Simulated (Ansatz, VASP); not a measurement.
# Two plane-wave programs on AlP

The input INCAR:

```
SYSTEM = AlP
PREC     = Accurate       ! precision mode
ENCUT    = 500            ! plane-wave cutoff, eV
EDIFF    = 1E-6           ! SCF threshold, eV
ISMEAR   = 0              ! smearing method
SIGMA    = 0.1            ! smearing width, eV
LREAL    = .FALSE.        ! projectors in reciprocal space
LASPH    = .TRUE.         ! aspherical terms in the spheres
NELM     = 120            ! most SCF steps
ALGO     = Normal         ! electronic algorithm
ISIF     = 2              ! what is computed and relaxed
LWAVE    = .FALSE.        ! write WAVECAR
LCHARG   = .TRUE.         ! write CHGCAR
GGA      = PE             ! functional
LELF     = .TRUE.         ! ELF
LVHAR    = .TRUE.       
NBANDS   = 11             ! bands
GGA_COMPAT= .FALSE.
```

Contents of KPOINTS:

```
Automatic mesh
0
G
  6 6 6
  0 0 0
```

The input POSCAR:

```
AlP
1.0
    0.0000000000      2.7465138816      2.7465138816
    2.7465138816      0.0000000000      2.7465138816
    2.7465138816      2.7465138816      0.0000000000
Al P
1 1
Direct
    0.0000000000      0.0000000000      0.0000000000
    0.7500000000      0.7500000000      0.7500000000
```

Input for Ansatz:

```yaml
crystal:
  lattice:
    - [0.0, 2.7465138816, 2.7465138816]
    - [2.7465138816, 0.0, 2.7465138816]
    - [2.7465138816, 2.7465138816, 0.0]
  atoms:
    - { symbol: Al, position: [0.0, 0.0, 0.0] }
    - { symbol: P, position: [0.75, 0.75, 0.75] }
basis:
  ecutwfc: 420
kpoints:
  mp_grid: { grid: [6, 6, 6] }
hamiltonian:
  xc: pbe
scf:
  occupations: { method: gaussian, width: 0.1 }
  lower_state_search: "off"
output:
  forces: true
  stress: true
  eigenvalues: true
```

Change from the starting cell: species swapped into the MnN type (F-43m, No. 216).

Alike in both runs: task single point; functional PBE; k mesh 6 × 6 × 6; occupations gaussian, width 0.1 eV; no spin polarisation.

|  | VASP | Ansatz |
| --- | --- | --- |
| version | VASP 6.6.1 | Ansatz 0.2.0 |
| potentials or method | VASP PAW PBE potentials, release 64 (Al, P), cutoff 500 eV | scalar-relativistic, plane waves, PAW |
| valence electrons in the cell | 8 | 8 |

|  | VASP | Ansatz | Ansatz less VASP |
| --- | --- | --- | --- |
| gap on the k mesh at the Fermi level (eV) | 1.61 | 1.61 | +0.002 |
| least direct gap on the mesh (eV) | 3.15 | 3.15 | +0.002 |
| pressure (GPa) | 0.6 | 0.7 | +0.09 |
